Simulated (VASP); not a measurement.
# SrO (Pm-3m) in VASP: further runs, part 2 of 2

VASP 6.6.1. The steps go on from the part before.

### Step 4. Single point, PBE (volume changed by +6%)

Contents of INCAR:

```
PREC = Accurate
ENCUT = 520
EDIFF = 1E-6
ISMEAR = 0
SIGMA = 0.01
LREAL = False
LASPH = True
NELM = 60
ALGO = Normal
ISIF = 2
LWAVE = False
LCHARG = False
GGA = PE
NBANDS = 15
```

Contents of KPOINTS:

```
Automatic mesh
0
Gamma
  6 6 6
```

Contents of POSCAR:

```
SrO
1.0
    3.1950374080      0.0000000000      0.0000000000
    0.0000000000      3.1950374080      0.0000000000
    0.0000000000      0.0000000000      3.1950374080
Sr O
1 1
Direct
    0.0000000000      0.0000000000      0.0000000000
    0.5000000000      0.5000000000      0.5000000000
```

Potentials or basis: VASP PAW PBE potentials, release 64 (Sr_sv, O).

Command:

```bash
cat potpaw_PBE.64/Sr_sv/POTCAR potpaw_PBE.64/O/POTCAR > POTCAR
mpirun -np 1 vasp_std > vasp.out
```

OUTCAR:

```text
PREC = Accurate
   ENCUT = 520
   EDIFF = 1E-6
   ISMEAR = 0
   LREAL = False
   LASPH = True
   NELM = 60
   ISIF = 2
   GGA = PE

 ion  position               nearest neighbor table
   1  0.000  0.000  0.000-   2 2.77   2 2.77   2 2.77   2 2.77   2 2.77   2 2.77   2 2.77   2 2.77

   2  0.500  0.500  0.500-   1 2.77   1 2.77   1 2.77   1 2.77   1 2.77   1 2.77   1 2.77   1 2.77

  LATTYP: Found a simple cubic cell.
 ALAT       =     3.1950374080

  Lattice vectors:

 A1 = (   3.1950374080,   0.0000000000,   0.0000000000)
 A2 = (   0.0000000000,   3.1950374080,   0.0000000000)
 A3 = (   0.0000000000,   0.0000000000,   3.1950374080)

Analysis of symmetry for initial positions (statically):
=====================================================================
 Subroutine PRICEL returns:
 Original cell was already a primitive cell.

 Routine SETGRP: Setting up the symmetry group for a
 simple cubic supercell.

 Subroutine GETGRP returns: Found 48 space group operations
 (whereof 48 operations were pure point group operations)
 out of a pool of 48 trial point group operations.

The static configuration has the point symmetry O_h .

Analysis of symmetry for dynamics (positions and initial velocities):
=====================================================================
 Subroutine PRICEL returns:
 Original cell was already a primitive cell.

 Routine SETGRP: Setting up the symmetry group for a
 simple cubic supercell.

 Subroutine GETGRP returns: Found 48 space group operations
 (whereof 48 operations were pure point group operations)
 out of a pool of 48 trial point group operations.

The dynamic configuration has the point symmetry O_h .

 Subroutine INISYM returns: Found 48 space group operations
 (whereof 48 operations are pure point group operations),
 and found     1 'primitive' translations

----------------------------------------------------------------------------------------

                                     Primitive cell

  volume of cell :      32.6158

  direct lattice vectors                    reciprocal lattice vectors
     3.195037408  0.000000000  0.000000000     0.312985381  0.000000000  0.000000000
     0.000000000  3.195037408  0.000000000     0.000000000  0.312985381  0.000000000
     0.000000000  0.000000000  3.195037408     0.000000000  0.000000000  0.312985381

  length of vectors
     3.195037408  3.195037408  3.195037408     0.312985381  0.312985381  0.312985381

  position of ions in fractional coordinates (direct lattice)
     0.000000000  0.000000000  0.000000000
     0.500000000  0.500000000  0.500000000

  ion indices of the primitive-cell ions
   primitive index   ion index
                 1           1
                 2           2

----------------------------------------------------------------------------------------

 KPOINTS: Automatic mesh

Automatic generation of k-mesh.
 Grid dimensions read from file:
 generate k-points for:    6    6    6

 Generating k-lattice:

  Cartesian coordinates                     Fractional coordinates (reciprocal lattice)
     0.052164230  0.000000000  0.000000000     0.166666667  0.000000000  0.000000000
[... 37 lines left out ...]
   number of dos      NEDOS =    301   number of ions     NIONS =      2
   total plane-waves  NPLWV =  13824
   dimension x,y,z NGX =    24 NGY =   24 NGZ =   24
   dimension x,y,z NGXF=    48 NGYF=   48 NGZF=   48
   ions per type =               1   1
   NGX,Y,Z   is equivalent  to a cutoff of  12.49, 12.49, 12.49 a.u.
   NGXF,Y,Z  is equivalent  to a cutoff of  24.98, 24.98, 24.98 a.u.
 SYSTEM =  unknown system
   PREC   = accura    normal or accurate (medium, high low for compatibility)
   ISTART =      0    job   : 0-new  1-cont  2-samecut
   ICHARG =      2    charge: 1-file 2-atom 10-const
   ISPIN  =      1    spin polarized calculation?
   LNONCOLLINEAR =      F non collinear calculations
   LSORBIT =      F    spin-orbit coupling
   LASPH  =      T    aspherical Exc in radial PAW
   ENCUT  =  520.0 eV  38.22 Ry    6.18 a.u.   5.94  5.94  5.94*2*pi/ulx,y,z
   NELM   =     60;   NELMIN=  2; NELMDL= -5     # of ELM steps
   EDIFF  = 0.1E-05   stopping-criterion for ELM
   LREAL  =      F    real-space projection
   EDIFFG = 0.1E-04   stopping-criterion for IOM
   NSW    =      0    number of steps for IOM
   IBRION =     -1    ionic relax: 0-MD 1-quasi-New 2-CG
   NFREE  =      0    steps in history (QN), initial steepest desc. (CG)
   ISIF   =      2    stress and relaxation
   ISYM   =      2    0-nonsym 1-usesym 2-fastsym
   POTIM  = 0.5000    time-step for ionic-motion
   TEBEG  =    0.0;   TEEND  =   0.0 temperature during run
   PSTRESS=    0.0 pullay stress
   NELECT =      16.0000    total number of electrons
   NUPDOWN=      -1.0000    fix difference up-down
   EMIN   =  10.00;   EMAX   =-10.00  energy-range for DOS
   EFERMI =   0.00;   METHOD = LEGACY
   ISMEAR =     0;   SIGMA  =   0.01  broadening in eV -4-tet -1-fermi 0-gaus
   EFERMI_NEDOS =   21; number of points for ismear=-14 and -15
   IALGO  =     38    algorithm
   IMIX   =      4    mixing-type and parameters
     AMIX     =   0.40;   BMIX     =  1.00
     AMIX_MAG =   1.60;   BMIX_MAG =  1.00
  volume/ion in A,a.u.               =      16.31       110.05
  Fermi-wavevector in a.u.,A,eV,Ry     =   1.291137  2.439894 22.681373  1.667034
  Thomas-Fermi vector in A             =   2.422925
   LORBIT       =      0    0 simple, 1 ext, 2 COOP (PROOUT), +10 PAW based schemes
   GGA     = PE    functional components
   LHFCALC =     F    Hartree Fock is set to
   AEXX    =    0.0000 exact exchange contribution
   IVDW    =     0    specifies the selected vdW correction
   LEPSILON=     F    determine dielectric tensor
   LRPA    =     F    only Hartree local field effects (RPA)
 non-spin polarized calculation
 Gauss-broadening in eV      SIGMA  =   0.01
  energy-cutoff  :      520.00
  volume of cell :       32.62
 maximum number of plane-waves:       912
 NGX is ok and might be reduce to    24
   NGX = 11   NGY = 11   NGZ = 11

 number of electron      15.9999994 magnetization

 Free energy of the ion-electron system (eV)
  ---------------------------------------------------
  ext. energy  EPLUGINS =         0.00000000
  ---------------------------------------------------
  free energy    TOTEN  =       -11.20366062 eV

  energy without entropy =      -11.20366062  energy(sigma->0) =      -11.20366062

 E-fermi :   2.7572     XC(G=0): -10.3858

 val. band max:        2.6682564505   @ k =   0.5000   0.5000   0.0000
 cond. band min:       5.4191208086   @ k =   0.0000   0.0000   0.0000
 fundamental gap:      2.7508643581
 Fermi energy:         2.7571954756

 k-point     1 :       0.0000    0.0000    0.0000
  band No.  band energies     occupation
      1     -31.4165      2.00000
      2     -12.8663      2.00000
      3     -12.7651      2.00000
      4     -12.7651      2.00000
      5     -12.7651      2.00000
      6       2.5626      2.00000
      7       2.5626      2.00000
      8       2.5626      2.00000
      9       5.4191      0.00000
     10       5.4191      0.00000
     11       6.4833      0.00000
     12      12.5373      0.00000
     13      12.5373      0.00000
     14      12.5373      0.00000
[... 329 lines left out ...]
      2     -13.6601      2.00000
      3     -13.6601      2.00000
      4     -13.6601      2.00000
      5     -12.2467      2.00000
      6       0.0200      2.00000
      7       0.0200      2.00000
      8       0.0200      2.00000
      9      10.3813      0.00000
     10      10.3813      0.00000
     11      10.3813      0.00000
     12      14.9670      0.00000
     13      14.9701      0.00000
     14      15.2022      0.00000
     15      15.2022      0.00000

------------------------ aborting loop because EDIFF is reached ----------------------------------------

  FORCE on cell =-STRESS in cart. coord.  units (eV):
  Direction    XX          YY          ZZ          XY          YZ          ZX
  --------------------------------------------------------------------------------------
  -------------------------------------------------------------------------------------
  Total       -0.8149717     -0.8149717     -0.8149717     -0.0000000      0.0000000     -0.0000000
  in kB      -40.0336555    -40.0336555    -40.0336555     -0.0000000      0.0000000     -0.0000000
  external PRESSURE =     -40.0336555 kB  Pullay stress =       0.0000000 kB

 VOLUME and BASIS-vectors are now :
 -----------------------------------------------------------------------------
  energy-cutoff  :      520.00
  volume of cell :       32.62
      direct lattice vectors                 reciprocal lattice vectors
     3.195037408  0.000000000  0.000000000     0.312985381  0.000000000  0.000000000
     0.000000000  3.195037408  0.000000000     0.000000000  0.312985381  0.000000000
     0.000000000  0.000000000  3.195037408     0.000000000  0.000000000  0.312985381

 POSITION                                       TOTAL-FORCE (eV/Angst)
 -----------------------------------------------------------------------------------
      0.00000      0.00000      0.00000         0.000000      0.000000      0.000000
      1.59752      1.59752      1.59752         0.000000      0.000000      0.000000
 -----------------------------------------------------------------------------------
    total drift:                                0.000000      0.000000     -0.000000

  FREE ENERGIE OF THE ION-ELECTRON SYSTEM (eV)
  ---------------------------------------------------
  free  energy   TOTEN  =       -11.2036606194 eV

  energy  without entropy=      -11.2036606194  energy(sigma->0) =      -11.20366062
```

Run time: 3.2 s. Hardware: 1 thread of Intel Xeon 6975P-C (Granite Rapids), shared host; peak memory 0.14 GiB.

What came out:

```yaml
Free_energy: -11.2037 eV
Pressure: -4.0 GPa
Band_gap_on_the_k_mesh: 2.75 eV, indirect (least direct gap 2.86 eV)
```

Levels at points of the mesh, in eV from the valence-band top:
| k point | band 6 | band 7 | band 8 | band 9 | band 10 | band 11 |
| --- | --- | --- | --- | --- | --- | --- |
| (0.00, 0.00, 0.00) | -0.11 | -0.11 | -0.11 | 2.75 | 2.75 | 3.81 |
| (0.50, 0.00, 0.00) | -2.81 | -0.58 | -0.58 | 3.79 | 6.76 | 8.72 |
| (0.50, 0.50, 0.00) | -1.23 | -1.23 | 0.00 | 3.91 | 4.29 | 7.20 |
| (0.50, 0.50, 0.50) | -2.65 | -2.65 | -2.65 | 7.71 | 7.71 | 7.71 |

 A k mesh can miss the band edges.

### Step 5. Single point, r2SCAN (volume changed by -6%)

Contents of POSCAR:

```
SrO
1.0
    3.0395235205      0.0000000000      0.0000000000
    0.0000000000      3.0395235205      0.0000000000
    0.0000000000      0.0000000000      3.0395235205
Sr O
1 1
Direct
    0.0000000000      0.0000000000      0.0000000000
    0.5000000000      0.5000000000      0.5000000000
```

Contents of INCAR.step1:

```
SYSTEM = SrO
PREC = Accurate
ENCUT = 520
ISMEAR = 0
SIGMA = 0.01
LREAL = .False.
LASPH = .True.
NELM = 100
NBANDS = 15
GGA = PE
ALGO = Normal
EDIFF = 1E-4
LWAVE = .True.
LCHARG = .False.
```

Contents of INCAR.step2:

```
SYSTEM = SrO
PREC = Accurate
ENCUT = 520
EDIFF = 1E-6
ISMEAR = 0
SIGMA = 0.01
LREAL = .False.
LASPH = .True.
NELM = 100
ALGO = Normal
ISIF = 2
LWAVE = .False.
LCHARG = .False.
METAGGA = R2SCAN
LMIXTAU = .True.
NBANDS = 15
ISTART = 1
```

Contents of KPOINTS:

```
regular mesh
0
Gamma
  6 6 6
  0 0 0
```

Command:

```bash
cat potpaw_PBE.64/Sr_sv/POTCAR potpaw_PBE.64/O/POTCAR > POTCAR
cp INCAR.step1 INCAR
mpirun -np 1 vasp_std > vasp.out
cp INCAR.step2 INCAR
mpirun -np 1 vasp_std > vasp.out
```

Run time: 12 s. Hardware: 1 thread of Intel Xeon 6975P-C (Granite Rapids), shared host; peak memory 0.14 GiB.

It converged, with:

* Free energy: -26.2369 eV
* Pressure: 8.2 GPa
* Band gap on the k mesh: 3.24 eV, indirect (least direct gap 3.25 eV)

Levels at points of the mesh, in eV from the valence-band top:
| k point | band 4 | band 5 | band 6 | band 7 | band 8 | band 9 | band 10 | band 11 | band 12 | band 13 |
| --- | --- | --- | --- | --- | --- | --- | --- | --- | --- | --- |
| (0.00, 0.00, 0.00) | -15.34 | -15.34 | -0.01 | -0.01 | -0.01 | 3.24 | 3.24 | 6.39 | 11.67 | 11.67 |
| (0.50, 0.00, 0.00) | -15.09 | -14.44 | -3.03 | -0.72 | -0.72 | 4.47 | 8.57 | 10.49 | 10.49 | 12.31 |
| (0.50, 0.50, 0.00) | -16.44 | -14.90 | -1.21 | -1.21 | 0.00 | 5.00 | 5.41 | 8.46 | 8.46 | 14.30 |
| (0.50, 0.50, 0.50) | -16.59 | -16.01 | -3.21 | -3.21 | -3.21 | 9.49 | 9.49 | 9.49 | 14.61 | 14.61 |

Caveat: the PAW data sets were made with another functional, which shifts forces and pressure a little.

### Step 6. Overview

| level | cell | gap on the mesh (eV) | pressure (GPa) |
| --- | --- | --- | --- |
| PBE | a = 3.134 Å, 2 atoms | 2.75 | 0.7 |
| PBE | a = 3.165 Å, 2 atoms | 2.75 | -1.8 |
| PBE | a = 3.195 Å, 2 atoms | 2.75 | -4.0 |
| r2SCAN | a = 3.040 Å, 2 atoms | 3.24 | 8.2 |

Alike in all rows: task single point; potentials or basis VASP PAW PBE potentials, release 64 (Sr_sv, O); no spin polarisation; k mesh 6 × 6 × 6; cutoff (eV) 520; smearing gaussian 0.01 eV.

Caveats: the PAW data sets were made with another functional, which shifts forces and pressure a little (some runs).

Total energies depend on the potentials used, so only differences within one code and one set of settings carry meaning.
